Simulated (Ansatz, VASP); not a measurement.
La2O3: VASP beside Ansatz

```
La O
1.0
    11.82172    0.00000    0.00000
    -5.91086   10.23791    0.00000
     0.00000    0.00000    6.18786
La O
18 27
Cartesian
  1.9703 1.1375 4.6572
  0.0000 2.2751 1.5307
  0.0000 4.5502 4.6572
  -1.9703 5.6877 1.5307
  -1.9703 7.9628 4.6572
  -3.9406 9.1004 1.5307
  5.9109 1.1375 4.6572
  3.9406 2.2751 1.5307
  3.9406 4.5502 4.6572
  1.9703 5.6877 1.5307
  1.9703 7.9628 4.6572
  0.0000 9.1004 1.5307
  9.8514 1.1375 4.6572
  7.8811 2.2751 1.5307
  7.8811 4.5502 4.6572
  5.9109 5.6877 1.5307
  5.9109 7.9628 4.6572
  3.9406 9.1004 1.5307
  1.9703 1.1375 2.1948
  0.0000 2.2751 3.9931
  0.0000 0.0000 0.0000
  0.0000 4.5502 2.1948
  -1.9703 5.6877 3.9931
  -1.9703 3.4126 0.0000
  -1.9703 7.9628 2.1948
  -3.9406 9.1004 3.9931
  -3.9406 6.8253 0.0000
  5.9109 1.1375 2.1948
  3.9406 2.2751 3.9931
  3.9406 0.0000 0.0000
  3.9406 4.5502 2.1948
  1.9703 5.6877 3.9931
  1.9703 3.4126 0.0000
  1.9703 7.9628 2.1948
  0.0000 9.1004 3.9931
  0.0000 6.8253 0.0000
  9.8514 1.1375 2.1948
  7.8811 2.2751 3.9931
  7.8811 0.0000 0.0000
  7.8811 4.5502 2.1948
  5.9109 5.6877 3.9931
  5.9109 3.4126 0.0000
  5.9109 7.9628 2.1948
  3.9406 9.1004 3.9931
  3.9406 6.8253 0.0000
```

Alike in both runs: functional PBE; k mesh 1 × 1 × 2; occupations fermi-dirac, width 0.01 eV; no spin polarisation.

Ansatz relaxed the structure, and its values are those at the end. VASP's run is a single point on that final structure, the one shown.

|  | VASP | Ansatz |
| --- | --- | --- |
| version | VASP 6.6.1 | Ansatz 0.2.0 |
| potentials or method | VASP PAW PBE potentials, release 64 (La, O), cutoff 600 eV | plane-wave PAW DFT |
| valence electrons in the cell | 360 | 360 |

|  | VASP | Ansatz | Ansatz less VASP |
| --- | --- | --- | --- |
| gap on the k mesh at the Fermi level (eV) | 3.93 | 3.92 | -0.007 |
| rms of the force components (eV/Å) | 0.016 | 0.011 | -0.0055 |

With one functional, cell and mesh, what is left measures potentials, basis and numerics.

The k mesh is coarse, so the values compare programs but aren't converged. Neither program's run includes spin-orbit coupling.
